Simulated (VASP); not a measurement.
H10C20N, 31 atoms in the cell. The cell holds a slab with vacuum, 31 atoms: a = 5.049 Å, b = 5.049 Å, c = 17.165 Å, α = 90.00°, β = 90.00°, γ = 90.00°. 

```yaml
Program: VASP 6.6.1
Task: single point
Functional: PBEsol
Potentials_or_basis: VASP PAW PBE potentials, release 64 (H, C, N)
Cutoff: 520 eV
k_mesh: 2 × 2 × 1
Occupations: fermi-dirac, width 0.02 eV
Spin: collinear spin, ferromagnetic start
Starting_moments: "[0.0, 0.0, 0.0, 0.0, 0.0, 0.0, 0.0, 0.0, 0.0, 0.0, 0.0, 0.0, 0.0, 0.0, 0.0, 0.0, 0.0, 0.0, 0.0, 0.0, 0.0, 0.0, 0.0, 0.0, 0.0, 0.0, 0.0, 0.0, 0.0, 0.0, 1.0] μB"
Dipole_correction: no
Further_INCAR_settings: LREAL = Auto; ALGO = Normal; EDIFF = 1e-06; NBANDS = 72
```

Potentials or basis: VASP PAW PBE potentials, release 64 (H, C, N).

The run is started by

```console
$ cat potpaw_PBE.64/H/POTCAR potpaw_PBE.64/C/POTCAR potpaw_PBE.64/N/POTCAR > POTCAR
$ mpirun -np 1 vasp_std > vasp.out
```

Hardware: 1 thread of AMD EPYC 9R45 96-Core Processor (Zen 5), with other jobs on the host.

Estimate the wall time of this run.

Wall time 6.6 min on 1 thread of AMD EPYC 9R45 96-Core Processor (Zen 5) (shared host), peak memory 0.67 GiB. Counts: scf iterations 30, k points 4.
